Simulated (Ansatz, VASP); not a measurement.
## Two plane-wave programs on Ni

The input INCAR:

```
SYSTEM = Ni
  PREC = Accurate
  ENCUT = 520
  EDIFF = 1E-6
  ISMEAR = -1
  SIGMA = 0.05
  LREAL = .FALSE.
  LASPH = .TRUE.
  NELM = 150
  ALGO = Normal
  ISIF = 2
  LWAVE = .FALSE.
  LCHARG = .TRUE.
  ISPIN = 2
  MAGMOM = 0.529
  LORBIT = 11
  LMAXMIX = 4
  GGA = PS
  LELF = .TRUE.
  LVHAR = .TRUE.
  NBANDS = 15
```

Contents of KPOINTS:

```
regular mesh
0
G
  15 15 15
  0 0 0
```

File POSCAR:

```
Ni
1.0
    2.2883436323      0.0000000000      0.0000000000
    0.0000000000      2.2883436323      0.0000000000
    0.0000000000      0.0000000000      2.2883436323
Ni
1
Direct
    0.0000000000      0.0000000000      0.0000000000
```

Input for Ansatz:

```yaml
crystal:
  lattice:
    - [2.2883436323, 0.0, 0.0]
    - [0.0, 2.2883436323, 0.0]
    - [0.0, 0.0, 2.2883436323]
  atoms:
    - { symbol: Ni, position: [0.0, 0.0, 0.0], spin: 0.529 }
hamiltonian:
  xc: pbesol
  pseudopotentials:
    kind: paw
    azcp:
      Ni: "pseudopotentials/Ni.paw.azcp"
basis:
  ecutwfc: 420
  fft_grid_basis: typed
kpoints:
  mp_grid: { grid: [15, 15, 15], shift: [0, 0, 0] }
magnetization:
  spin_polarized: true
scf:
  occupations: { method: fermi_dirac, width: 0.05 }
  lower_state_search: "off"
output:
  stress: true
```

Alike in both runs: task single point; functional PBEsol; k mesh 15 × 15 × 15; occupations fermi-dirac, width 0.05 eV; collinear spin.

```csv
,VASP,Ansatz
version,VASP 6.6.1,Ansatz 0.2.0
potentials or method,"VASP PAW PBE potentials, release 64 (Ni), cutoff 520 eV","plane waves (420 eV) with PAW, scalar-relativistic"
valence electrons in the cell,10,18
```

VASP gave:

```
pressure (GPa)                                                : -0.1
net moment per atom (μB)                                      : 0.47
size of the moment on the site where the two differ most (μB) : 0.47
```

Q: Which values does Ansatz return?

A: Pressure (GPa): 0.0; net moment per atom (μB): 0.48; size of the moment on the site where the two differ most (μB): 0.49.

VASP's potentials were made for PBE, not for PBEsol, and Ansatz warns of the same on its side. Site moments also hang on the region over which each program counts them. VASP's potentials hold 10 valence electrons a cell and Ansatz's 18, so a difference there can come from the potentials and not from the codes.
